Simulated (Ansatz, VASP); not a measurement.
## GaN in VASP and in Ansatz

Contents of INCAR:

```
SYSTEM = GaN
PREC = Accurate
ENCUT = 600
EDIFF = 1E-6
ISMEAR = 0
SIGMA = 0.01
LREAL = .FALSE.
LASPH = .TRUE.
NELM = 120
ALGO = Normal
ISIF = 2
LWAVE = .FALSE.
LCHARG = .TRUE.
GGA = PS
IVDW = 13
LELF = .TRUE.
LVHAR = .TRUE.
NBANDS = 16
GGA_COMPAT = .FALSE.
```

KPOINTS

```
regular mesh
0
G
  8 8 8
  0 0 0
```

File POSCAR:

```
GaN
1.0
    0.0000000000      2.1085153689      2.1085153689
    2.1085153689      0.0000000000      2.1085153689
    2.1085153689      2.1085153689      0.0000000000
Ga N
1 1
Direct
    0.5000000000      0.5000000000      0.5000000000
    0.0000000000      0.0000000000      0.0000000000
```

Input for Ansatz:

```yaml
crystal:
  lattice:
    - [0.0, 2.1085153689, 2.1085153689]
    - [2.1085153689, 0.0, 2.1085153689]
    - [2.1085153689, 2.1085153689, 0.0]
  atoms:
    - { symbol: Ga, position: [0.5, 0.5, 0.5] }
    - { symbol: "N", position: [0.0, 0.0, 0.0] }
kpoints:
  mp_grid: { grid: [8, 8, 8] }
hamiltonian:
  xc: pbesol
  dispersion: d4
scf:
  occupations: { method: fixed }
  n_extra_bands: 4
output:
  forces: true
  stress: true
  eigenvalues: true
```

Alike in both runs: task single point; functional PBEsol; dispersion D4; k mesh 8 × 8 × 8; no spin polarisation.

|  | VASP | Ansatz |
| --- | --- | --- |
| version | VASP 6.6.1 | Ansatz 0.2.0 |
| potentials or method | VASP PAW PBE potentials, release 64 (Ga_d, N) | plane waves |
| plane-wave cutoff (eV) | 600 | 420 |
| occupations | gaussian, width 0.01 eV | fixed |
| valence electrons in the cell | 18 | 18 |

```csv
,VASP,Ansatz,Ansatz less VASP
gap on the k mesh at the Fermi level (eV),0.57,0.58,+0.009
pressure (GPa),-3.7,-4.0,-0.23
```

VASP's potentials were made for PBE, not for PBEsol.
